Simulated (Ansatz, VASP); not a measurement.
**One calculation of Ca, two programs**

```
CELL_PARAMETERS angstrom
-2.24000 2.24000 2.24000
2.24000 -2.24000 2.24000
2.24000 2.24000 -2.24000
ATOMIC_POSITIONS crystal
Ca 0.00000 0.00000 0.00000
```

Alike in both runs: task relaxation of cell and atoms; functional PBE; dispersion D4; k mesh 8 × 8 × 8; occupations fermi-dirac, width 0.05 eV; no spin polarisation.

|  | VASP | Ansatz |
| --- | --- | --- |
| version | VASP 6.6.1 | Ansatz 0.2.0 |
| potentials or method | VASP PAW PBE potentials, release 64 (Ca_sv) | Ansatz PAW |
| plane-wave cutoff (eV) | 600 | 420 |
| valence electrons in the cell | 10 | 10 |

```tsv
	VASP	Ansatz	Ansatz less VASP
gap on the k mesh at the Fermi level, each at its own relaxed structure (eV)	none	none	-
relaxed volume (Å³/atom)	40.69	40.57	-0.115
relaxed length of the cell vector where the two differ most in proportion (Å)	3.753	3.749	-0.0035
```

A gap of «none» marks a metal or a gap that the smearing closes.

Noted on Ansatz's run: the plane-wave basis is chosen anew once the cell has moved, so the energies of steps on either side of that aren't comparable.
